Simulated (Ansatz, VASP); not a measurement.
**Ga2O3 in VASP and in Ansatz**

```
Ga O
1.0
     3.01550    0.00000    0.00000
    -1.50775    2.61150    0.00000
     0.00000    0.00000    6.80153
Ga O
2 3
Cartesian
  0.0000 1.7410 5.3949
  1.5077 0.8705 1.4066
  1.5077 0.8705 4.6617
  0.0000 0.0000 0.0000
  0.0000 1.7410 2.1398
```

Alike in both runs: task relaxation of cell and atoms; functional PBE; dispersion D3(BJ); k mesh 12 × 12 × 4; occupations gaussian, width 0.02 eV; no spin polarisation.

|  | VASP | Ansatz |
| --- | --- | --- |
| version | VASP 6.6.1 | Ansatz 0.2.0 |
| potentials or method | VASP PAW PBE potentials, release 64 (Ga_d, O), cutoff 600 eV | scalar-relativistic, plane waves, PAW |
| valence electrons in the cell | 44 | 44 |

Ansatz gave:

```
gap on the k mesh at the Fermi level, each at its own relaxed structure (eV) : 2.21
relaxed volume (Å³/atom)                                                     : 10.72
relaxed cell length with the largest relative difference (Å)                 : 6.804
```

Question: Estimate VASP's values.

Answer: gap on the k mesh at the Fermi level, each at its own relaxed structure (eV): 2.12; relaxed volume (Å³/atom): 10.68; relaxed cell length with the largest relative difference (Å): 6.756.
